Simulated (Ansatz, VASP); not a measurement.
**La3Tl: VASP beside Ansatz**

The input INCAR:

```
PREC = Accurate
ENCUT = 520
EDIFF = 1E-6
ISMEAR = -1
SIGMA = 0.08
LREAL = False
LASPH = True
NELM = 80
ALGO = Normal
ISIF = 2
LWAVE = False
LCHARG = True
LELF = True
LVHAR = True
NBANDS = 31
```

The input KPOINTS:

```
regular mesh
0
Gamma
  8 8 8
```

Contents of POSCAR:

```
La3Tl
1.0
    4.9588000000      0.0000000000      0.0000000000
    0.0000000000      4.9588000000      0.0000000000
    0.0000000000      0.0000000000      5.0600000000
La Tl
3 1
Direct
    0.0000000000      0.5000000000      0.5000000000
    0.5000000000      0.0000000000      0.5000000000
    0.5000000000      0.5000000000      0.0000000000
    0.0000000000      0.0000000000      0.0000000000
```

Input for Ansatz:

```yaml
crystal:
  lattice:
    - [4.9588, 0.0, 0.0]
    - [0.0, 4.9588, 0.0]
    - [0.0, 0.0, 5.06]
  atoms:
    - { symbol: La, position: [0.0, 0.5, 0.5] }
    - { symbol: La, position: [0.5, 0.0, 0.5] }
    - { symbol: La, position: [0.5, 0.5, 0.0] }
    - { symbol: Tl, position: [0.0, 0.0, 0.0] }
kpoints:
  mp_grid: { grid: [8, 8, 8] }
  band_path:
    path:
      - [0.0, 0.0, 0.0]
      - [0.0, 0.5, 0.0]
      - [0.5, 0.5, 0.0]
      - [0.0, 0.0, 0.0]
      - [0.0, 0.0, 0.5]
      - [0.0, 0.5, 0.5]
      - [0.5, 0.5, 0.5]
      - [0.0, 0.0, 0.5]
      - [0.0, 0.5, 0.0]
    npoints: 5
scf:
  occupations: { method: fermi_dirac, width: 0.08 }
hamiltonian:
  xc: lda
  pseudopotentials: { kind: all_electron, lapw: { basis_error: 0.0005 } }
output:
  forces: true
  stress: true
  eigenvalues: true
```

Change from the starting cell: equal xx and yy strain of -2 %.

Alike in both runs: task single point; functional LDA; k mesh 8 × 8 × 8; occupations fermi-dirac, width 0.08 eV; no spin polarisation.

|  | VASP | Ansatz |
| --- | --- | --- |
| version | VASP 6.6.1 | Ansatz 0.2.0 |
| potentials or method | VASP PAW LDA potentials, release 64 (La, Tl_d), cutoff 520 eV | all-electron LAPW, scalar-relativistic |

Ansatz gave:

```
pressure (GPa)                                                : -2.1
traceless stress, the component that is largest in VASP (GPa) : -0.38
```

Task: Which values does VASP return?

Result: Pressure (GPa): -2.2; traceless stress, the component that is largest in VASP (GPa): -0.38.

LDA's correlation is that of Perdew and Zunger in VASP and of Perdew and Wang (1992) in Ansatz. Ansatz ran all-electron here, and VASP with PAW potentials.

Spin-orbit coupling is off throughout.
